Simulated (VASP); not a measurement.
# B27As26 (a cell with a defect) in VASP: single point with PBE

Aim: the single point of B27As26 (a cell with a defect) with PBE.

Program: VASP 6.6.1. These are calculated values, not measurements. Logs are shortened: lines on timing, memory, paths and dates and some standing lists are left out, and cuts for length are marked.

## (1) The cell of the first run

The cell holds a defect, 53 atoms: a = 10.134 Å, b = 10.134 Å, c = 10.134 Å, α = 60.00°, β = 60.00°, γ = 60.00°.

## (2) Single point, PBE, collinear spin (atoms taken out, then relaxed in part)

Input file INCAR:

```
  PREC = Accurate
  ENCUT = 420
  EDIFF = 1E-6
  ISMEAR = -1
  SIGMA = 0.01
  LREAL = Auto
  LASPH = True
  NELM = 200
  ALGO = Normal
  ISIF = 2
  LWAVE = False
  LCHARG = False
  ISPIN = 2
  MAGMOM = 0.5 0.5 0 0.5 0 0 0 0 0 0.5 0 0 0 0 0 0 0 0 0 0 0 0 0 0 0 0 0 0 0 0 0 0 0 0 0 0 0 0 0 0 0 0 0 0 0 0 0 0 0 0 0 0 0
  LORBIT = 11
  GGA = PE
  NBANDS = 142
  NELECT = 209.0
  GGA_COMPAT = False
  KPAR = 2
  NCORE = 2
```

Input file KPOINTS:

```
Automatic mesh
0
Gamma
  2 2 2
```

Input file POSCAR:

```
B27As26
1.0
    0.0000000000      7.1655000000      7.1655000000
    7.1655000000      0.0000000000      7.1655000000
    7.1655000000      7.1655000000      0.0000000000
B As
27 26
Direct
   -0.0088639243     -0.0088639243     -0.0088639243
   -0.0089253241     -0.0089253241      0.3604485246
   -0.0004900105     -0.0004900105      0.6673407083
   -0.0089253241      0.3604485246     -0.0089253241
   -0.0010382287      0.3341041242      0.3341041242
   -0.0010019710      0.3341258569      0.6664586804
   -0.0004900105      0.6673407083     -0.0004900105
   -0.0010019710      0.6664586804      0.3341258569
   -0.0005019036      0.6673515557      0.6673515557
    0.3604485246     -0.0089253241     -0.0089253241
    0.3341041242     -0.0010382287      0.3341041242
    0.3341258569     -0.0010019710      0.6664586804
    0.3341041242      0.3341041242     -0.0010382287
    0.3334282985      0.3334282985      0.3334282985
    0.3341122009      0.3341122009      0.6664758971
    0.3341258569      0.6664586804     -0.0010019710
    0.3341122009      0.6664758971      0.3341122009
    0.3335559196      0.6667184923      0.6667184923
    0.6673407083     -0.0004900105     -0.0004900105
    0.6664586804     -0.0010019710      0.3341258569
    0.6673515557     -0.0005019036      0.6673515557
    0.6664586804      0.3341258569     -0.0010019710
    0.6664758971      0.3341122009      0.3341122009
    0.6667184923      0.3335559196      0.6667184923
    0.6673515557      0.6673515557     -0.0005019036
    0.6667184923      0.6667184923      0.3335559196
    0.6667254517      0.6667254517      0.6667254517
    0.0850085931      0.0850085931      0.4145677365
    0.0850221213      0.0850221213      0.7490815231
    0.0850085931      0.4145677365      0.0850085931
    0.0834451634      0.4167264463      0.4167264463
    0.0850159848      0.4145882609      0.7490751099
    0.0850221213      0.7490815231      0.0850221213
    0.0850159848      0.7490751099      0.4145882609
    0.0838565095      0.7499643937      0.7499643937
    0.4145677365      0.0850085931      0.0850085931
    0.4167264463      0.0834451634      0.4167264463
    0.4145882609      0.0850159848      0.7490751099
    0.4167264463      0.4167264463      0.0834451634
    0.4167508483      0.4167508483      0.4167508483
    0.4170406354      0.4170406354      0.7497973387
    0.4145882609      0.7490751099      0.0850159848
    0.4170406354      0.7497973387      0.4170406354
    0.4170369614      0.7498234143      0.7498234143
    0.7490815231      0.0850221213      0.0850221213
    0.7490751099      0.0850159848      0.4145882609
    0.7499643937      0.0838565095      0.7499643937
    0.7490751099      0.4145882609      0.0850159848
    0.7497973387      0.4170406354      0.4170406354
    0.7498234143      0.4170369614      0.7498234143
    0.7499643937      0.7499643937      0.0838565095
    0.7498234143      0.7498234143      0.4170369614
    0.7499571309      0.7499571309      0.7499571309
```

Potentials or basis: VASP PAW PBE potentials, release 64 (B, As).

Started as:

```
$ cat potpaw_PBE.64/B/POTCAR potpaw_PBE.64/As/POTCAR > POTCAR
$ mpirun -np 4 vasp_std > vasp.out
```

OUTCAR:

```text
PREC = Accurate
   ENCUT = 420
   EDIFF = 1E-6
   ISMEAR = -1
   LREAL = Auto
   LASPH = True
   NELM = 200
   ISIF = 2
   ISPIN = 2
   LORBIT = 11
   GGA = PE
   NELECT = 209.0

 ion  position               nearest neighbor table
   1  0.991  0.991  0.991-  29 2.02  33 2.02  45 2.02
   2  0.991  0.991  0.360-  28 2.02  34 2.02  46 2.02
   3  1.000  1.000  0.667-  35 2.06  47 2.06  29 2.09  28 2.09
   4  0.991  0.360  0.991-  30 2.02  32 2.02  48 2.02
   5  0.999  0.334  0.334-  28 2.06  30 2.06  49 2.06  31 2.07
   6  0.999  0.334  0.666-  32 2.06  29 2.06  50 2.06  31 2.07
   7  1.000  0.667  1.000-  35 2.06  51 2.06  33 2.09  30 2.09
   8  0.999  0.666  0.334-  34 2.06  33 2.06  52 2.06  31 2.07
   9  0.999  0.667  0.667-  53 2.06  35 2.07  32 2.09  34 2.09
  10  0.360  0.991  0.991-  36 2.02  38 2.02  42 2.02
  11  0.334  0.999  0.334-  28 2.06  36 2.06  43 2.06  37 2.07
  12  0.334  0.999  0.666-  38 2.06  29 2.06  44 2.06  37 2.07
  13  0.334  0.334  0.999-  30 2.06  36 2.06  41 2.06  39 2.07
  14  0.333  0.333  0.333-  40 2.07  37 2.07  39 2.07  31 2.07
  15  0.334  0.334  0.666-  32 2.06  38 2.06  41 2.06  40 2.07
  16  0.334  0.666  0.999-  42 2.06  33 2.06  44 2.06  39 2.07
[... 35 lines left out ...]
  52  0.750  0.750  0.417-   8 2.06  20 2.06  27 2.07  26 2.07
  53  0.750  0.750  0.750-   9 2.06  21 2.06  25 2.06  27 2.07

  LATTYP: Found a face centered cubic cell.
 ALAT       =    14.3310000000

  Lattice vectors:

 A1 = (   0.0000000000,   7.1655000000,   7.1655000000)
 A2 = (   7.1655000000,   0.0000000000,   7.1655000000)
 A3 = (   7.1655000000,   7.1655000000,   0.0000000000)

Analysis of symmetry for initial positions (statically):
=====================================================================
 Subroutine PRICEL returns:
 Original cell was already a primitive cell.

 Routine SETGRP: Setting up the symmetry group for a
 face centered cubic supercell.

 Subroutine GETGRP returns: Found  6 space group operations
 (whereof  6 operations were pure point group operations)
 out of a pool of 48 trial point group operations.

The static configuration has the point symmetry C_3v.

Analysis of symmetry for dynamics (positions and initial velocities):
=====================================================================
 Subroutine PRICEL returns:
 Original cell was already a primitive cell.

 Routine SETGRP: Setting up the symmetry group for a
 face centered cubic supercell.

 Subroutine GETGRP returns: Found  6 space group operations
 (whereof  6 operations were pure point group operations)
 out of a pool of 48 trial point group operations.

The dynamic configuration has the point symmetry C_3v.

Analysis of structural, dynamic, and magnetic symmetry:
=====================================================================
 Subroutine PRICEL returns:
 Original cell was already a primitive cell.

 Routine SETGRP: Setting up the symmetry group for a
 face centered cubic supercell.

 Subroutine GETGRP returns: Found  6 space group operations
 (whereof  6 operations were pure point group operations)
 out of a pool of 48 trial point group operations.

The overall configuration has the point symmetry C_3v.

 Subroutine INISYM returns: Found  6 space group operations
 (whereof  6 operations are pure point group operations),
 and found     1 'primitive' translations

----------------------------------------------------------------------------------------

                                     Primitive cell

  volume of cell :     735.8165

  direct lattice vectors                    reciprocal lattice vectors
     0.000000000  7.165500000  7.165500000    -0.069778801  0.069778801  0.069778801
     7.165500000  0.000000000  7.165500000     0.069778801 -0.069778801  0.069778801
     7.165500000  7.165500000  0.000000000     0.069778801  0.069778801 -0.069778801

  length of vectors
    10.133547281 10.133547281 10.133547281     0.120860429  0.120860429  0.120860429

  position of ions in fractional coordinates (direct lattice)
     0.991136076  0.991136076  0.991136076
     0.991074676  0.991074676  0.360448525
     0.999509989  0.999509989  0.667340708
[... 147 lines left out ...]
 SYSTEM =  unknown system
   PREC   = accura    normal or accurate (medium, high low for compatibility)
   ISTART =      0    job   : 0-new  1-cont  2-samecut
   ICHARG =      2    charge: 1-file 2-atom 10-const
   ISPIN  =      2    spin polarized calculation?
   LNONCOLLINEAR =      F non collinear calculations
   LSORBIT =      F    spin-orbit coupling
   LASPH  =      T    aspherical Exc in radial PAW
   ENCUT  =  420.0 eV  30.87 Ry    5.56 a.u.  16.93 16.93 16.93*2*pi/ulx,y,z
   NELM   =    200;   NELMIN=  2; NELMDL= -5     # of ELM steps
   EDIFF  = 0.1E-05   stopping-criterion for ELM
   LREAL  =      T    real-space projection
   EDIFFG = 0.1E-04   stopping-criterion for IOM
   NSW    =      0    number of steps for IOM
   IBRION =     -1    ionic relax: 0-MD 1-quasi-New 2-CG
   NFREE  =      0    steps in history (QN), initial steepest desc. (CG)
   ISIF   =      2    stress and relaxation
   ISYM   =      2    0-nonsym 1-usesym 2-fastsym
   POTIM  = 0.5000    time-step for ionic-motion
   TEBEG  =    0.0;   TEEND  =   0.0 temperature during run
   PSTRESS=    0.0 pullay stress
   NELECT =     209.0000    total number of electrons
   NUPDOWN=      -1.0000    fix difference up-down
   EMIN   =  10.00;   EMAX   =-10.00  energy-range for DOS
   EFERMI =   0.00;   METHOD = LEGACY
   ISMEAR =    -1;   SIGMA  =   0.01  broadening in eV -4-tet -1-fermi 0-gaus
   EFERMI_NEDOS =   21; number of points for ismear=-14 and -15
   IALGO  =     38    algorithm
   IMIX   =      4    mixing-type and parameters
     AMIX     =   0.40;   BMIX     =  1.00
     AMIX_MAG =   1.60;   BMIX_MAG =  1.00
  volume/ion in A,a.u.               =      13.88        93.69
  Fermi-wavevector in a.u.,A,eV,Ry     =   1.076136  2.033602 15.756476  1.158068
  Thomas-Fermi vector in A             =   2.212012
   LORBIT       =     11    0 simple, 1 ext, 2 COOP (PROOUT), +10 PAW based schemes
   GGA     = PE    functional components
   LHFCALC =     F    Hartree Fock is set to
   AEXX    =    0.0000 exact exchange contribution
   IVDW    =     0    specifies the selected vdW correction
   LEPSILON=     F    determine dielectric tensor
   LRPA    =     F    only Hartree local field effects (RPA)
 spin polarized calculation
  energy-cutoff  :      420.00
  volume of cell :      735.82
 maximum number of plane-waves:     14408
 NGX is ok and might be reduce to    70
   NGX = 33   NGY = 33   NGZ = 33

 number of electron     209.0000004 magnetization       0.4566326

 Free energy of the ion-electron system (eV)
  ---------------------------------------------------
  ext. energy  EPLUGINS =         0.00000000
  ---------------------------------------------------
  free energy    TOTEN  =      -309.16146014 eV

  energy without entropy =     -309.15750645  energy(sigma->0) =     -309.15948329

 E-fermi :   5.4900     XC(G=0): -10.4092

 val. band max:        5.4606824568   @ k =   0.5000   0.5000   0.0000
 cond. band min:       5.4972000240   @ k =   0.0000   0.0000   0.0000
 fundamental gap:      0.0365175672
 Fermi energy:         5.4899609619

 spin component 1

 k-point     1 :       0.0000    0.0000    0.0000
  band No.  band energies     occupation
      1      -9.4909      1.00000
      2      -7.8701      1.00000
      3      -7.8701      1.00000
      4      -7.8701      1.00000
      5      -7.8269      1.00000
      6      -7.8268      1.00000
[... 465 lines left out ...]
    115       8.9246      0.00000
    116       8.9318      0.00000
 Fermi energy:         5.4899609619

 spin component 2

 k-point     1 :       0.0000    0.0000    0.0000
  band No.  band energies     occupation
      1      -9.4848      1.00000
      2      -7.8626      1.00000
      3      -7.8626      1.00000
      4      -7.8626      1.00000
      5      -7.8213      1.00000
      6      -7.8213      1.00000
[... 465 lines left out ...]
    115       8.9319      0.00000
    116       8.9356      0.00000
 [bands above 116 left out]

------------------------ aborting loop because EDIFF is reached ----------------------------------------

  FORCE on cell =-STRESS in cart. coord.  units (eV):
  Direction    XX          YY          ZZ          XY          YZ          ZX
  --------------------------------------------------------------------------------------
  -------------------------------------------------------------------------------------
  Total       -3.8925393     -3.8925393     -3.8925393     -0.0062077     -0.0062077     -0.0062077
  in kB       -8.4756711     -8.4756711     -8.4756711     -0.0135168     -0.0135168     -0.0135168
  external PRESSURE =      -8.4756711 kB  Pullay stress =       0.0000000 kB

 VOLUME and BASIS-vectors are now :
 -----------------------------------------------------------------------------
  energy-cutoff  :      420.00
  volume of cell :      735.82
      direct lattice vectors                 reciprocal lattice vectors
     0.000000000  7.165500000  7.165500000    -0.069778801  0.069778801  0.069778801
     7.165500000  0.000000000  7.165500000     0.069778801 -0.069778801  0.069778801
     7.165500000  7.165500000  0.000000000     0.069778801  0.069778801 -0.069778801

 POSITION                                       TOTAL-FORCE (eV/Angst)
 -----------------------------------------------------------------------------------
     14.20397     14.20397     14.20397         0.028930      0.028930      0.028930
      9.68434      9.68434     14.20309        -0.032588     -0.032588      0.031038
     11.94382     11.94382     14.32398         0.000817      0.000817     -0.005667
      9.68434     14.20309      9.68434        -0.032588      0.031038     -0.032588
      4.78805      9.55208      9.55208        -0.020840      0.003165      0.003165
      7.16969     11.93383      9.55250        -0.002446      0.020650      0.000364
[... 45 lines left out ...]
      8.36114      8.36114     10.74572        -0.000375     -0.000375     -0.010407
     10.74764     10.74764     10.74764         0.003548      0.003548      0.003548
 -----------------------------------------------------------------------------------
    total drift:                               -0.005222     -0.005222     -0.005222

  FREE ENERGIE OF THE ION-ELECTRON SYSTEM (eV)
  ---------------------------------------------------
  free  energy   TOTEN  =      -309.1614601431 eV

  energy  without entropy=     -309.1575064466  energy(sigma->0) =     -309.15948329

 total charge

# of ion       s       p       d       tot
------------------------------------------
    1        0.695   1.060   0.000   1.755
    2        0.695   1.060   0.000   1.755
    3        0.661   1.144   0.000   1.805
    4        0.695   1.060   0.000   1.755
    5        0.658   1.175   0.000   1.833
    6        0.658   1.175   0.000   1.833
[... 45 lines left out ...]
   52        1.169   1.653   0.087   2.909
   53        1.169   1.654   0.086   2.909
--------------------------------------------------
tot         48.339  74.056   2.280 124.675

 magnetization (x)

# of ion       s       p       d       tot
------------------------------------------
    1        0.003   0.028   0.000   0.031
    2        0.003   0.027   0.000   0.030
    3        0.000   0.004   0.000   0.004
    4        0.003   0.027   0.000   0.030
    5        0.000   0.002   0.000   0.002
    6        0.000   0.002   0.000   0.002
[... 45 lines left out ...]
   52        0.000   0.002   0.000   0.002
   53        0.000   0.001   0.000   0.001
--------------------------------------------------
tot          0.017   0.191   0.016   0.224
```

It took 6.2 min on 4 MPI ranks of AMD EPYC 7R43 (Zen 3), shared host; peak memory 0.65 GiB.

Results:

```
Free energy                                           : -309.1615 eV
Largest force                                         : 0.056 eV/Å
Net moment                                            : 0.46 μB per cell
Site moments                                          : B +0.03, +0.00 (each value once); As +0.00 μB
Valence electrons inside the program's atomic spheres : B 1.75, 1.80, 1.83 (each value once); As 2.91
```

Forces on the atoms (eV/Å):
```
B    0.029  0.029  0.029
B   -0.033 -0.033  0.031
B    0.001  0.001 -0.006
B   -0.033  0.031 -0.033
B   -0.021  0.003  0.003
B   -0.002  0.021  0.000
B    0.001 -0.006  0.001
B   -0.002  0.000  0.021
B    0.007  0.002  0.002
B    0.031 -0.033 -0.033
B    0.003 -0.021  0.003
B    0.021 -0.002  0.000
B    0.003  0.003 -0.021
B   -0.002 -0.002 -0.002
B   -0.001 -0.001 -0.019
B    0.021  0.000 -0.002
B   -0.001 -0.019 -0.001
B   -0.006  0.006  0.006
B   -0.006  0.001  0.001
B    0.000 -0.002  0.021
B    0.002  0.007  0.002
B    0.000  0.021 -0.002
B   -0.019 -0.001 -0.001
B    0.006 -0.006  0.006
B    0.002  0.002  0.007
B    0.006  0.006 -0.006
B   -0.007 -0.007 -0.007
As   0.008  0.008  0.015
As  -0.006 -0.006  0.009
As   0.008  0.015  0.008
As  -0.001  0.004  0.004
As  -0.013 -0.004  0.001
As  -0.006  0.009 -0.006
As  -0.013  0.001 -0.004
As   0.003 -0.007 -0.007
As   0.015  0.008  0.008
As   0.004 -0.001  0.004
As  -0.004 -0.013  0.001
As   0.004  0.004 -0.001
As  -0.001 -0.001 -0.001
As   0.002  0.002  0.012
As  -0.004  0.001 -0.013
As   0.002  0.012  0.002
As  -0.010  0.000  0.000
As   0.009 -0.006 -0.006
As   0.001 -0.013 -0.004
As  -0.007  0.003 -0.007
As   0.001 -0.004 -0.013
As   0.012  0.002  0.002
As   0.000 -0.010  0.000
As  -0.007 -0.007  0.003
As   0.000  0.000 -0.010
As   0.004  0.004  0.004
```

Caveat: the k points lie up to 0.38 Å⁻¹ apart; the cell carries a net charge on a neutralising background, which shifts energy and pressure; the cell differs from its parent crystal (atoms taken out, then relaxed in part); the cell is charged against a uniform background, so pressure and absolute levels hang on convention.
